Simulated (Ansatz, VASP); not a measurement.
AlFe: VASP beside Ansatz

INCAR

```
SYSTEM = AlFe
PREC     = Accurate       ! precision mode
ENCUT    = 520            ! plane-wave cutoff, eV
EDIFF    = 1E-6           ! SCF threshold, eV
ISMEAR   = -1             ! smearing method
SIGMA    = 0.05           ! smearing width, eV
LREAL    = .FALSE.        ! projectors in reciprocal space
LASPH    = .TRUE.         ! aspherical terms in the spheres
NELM     = 150            ! most SCF steps
ALGO     = Normal         ! electronic algorithm
ISIF     = 2              ! what is computed and relaxed
LWAVE    = .FALSE.        ! write WAVECAR
LCHARG   = .TRUE.         ! write CHGCAR
ISPIN    = 2              ! spin polarisation
MAGMOM   = 3 0            ! initial moments
LORBIT   = 11             ! projections on sites
NUPDOWN  = 3.0            ! fixed moment
LMAXMIX  = 4              ! l up to which the mixer works
GGA      = PS             ! functional
LELF     = .TRUE.         ! ELF
LVHAR    = .TRUE.       
NBANDS   = 16             ! bands
```

File KPOINTS:

```
Automatic mesh
0
G
  8 8 8
  0 0 0
```

The input POSCAR:

```
AlFe
1.0
    2.9100000000      0.0000000000      0.0000000000
    0.0000000000      2.9100000000      0.0000000000
    0.0000000000      0.0000000000      2.9100000000
Fe Al
1 1
Direct
    0.5000000000      0.5000000000      0.5000000000
    0.0000000000      0.0000000000      0.0000000000
```

Contents of input.yaml:

```yaml
crystal:
  lattice:
    - [2.91, 0.0, 0.0]
    - [0.0, 2.91, 0.0]
    - [0.0, 0.0, 2.91]
  atoms:
    - { symbol: Fe, position: [0.5, 0.5, 0.5], spin: 3.0 }
    - { symbol: Al, position: [0.0, 0.0, 0.0] }
hamiltonian:
  xc: pbesol
  pseudopotentials: { kind: paw }
magnetization:
  spin_polarized: true
  initial_magnetization: 3.0
  spin_locking: { lock_magnetization: hard }
kpoints:
  mp_grid: { grid: [8, 8, 8] }
scf:
  occupations: { method: fermi_dirac, width: 0.05 }
  lower_state_search: "off"
output:
  forces: true
  stress: true
  eigenvalues: true
```

Alike in both runs: task single point; functional PBEsol; k mesh 8 × 8 × 8; occupations fermi-dirac, width 0.05 eV; collinear spin; fixed moment 3 μB.

|  | VASP | Ansatz |
| --- | --- | --- |
| version | VASP 6.6.1 | Ansatz 0.2.0 |
| potentials or method | VASP PAW PBE potentials, release 64 (Fe, Al) | Ansatz PAW |
| plane-wave cutoff (eV) | 520 | 420 |
| valence electrons in the cell | 11 | 19 |

```csv
,VASP,Ansatz,Ansatz less VASP
pressure (GPa),11.7,11.5,-0.17
net moment per atom (μB),1.50,1.50,0.000
size of the moment on the site where the two differ most (μB),2.78,2.72,-0.062
```

VASP's potentials were made for PBE, not for PBEsol. Site moments also hang on the region over which each program counts them. VASP's potentials hold 11 valence electrons a cell and Ansatz's 19, so a difference there can come from the potentials and not from the codes.
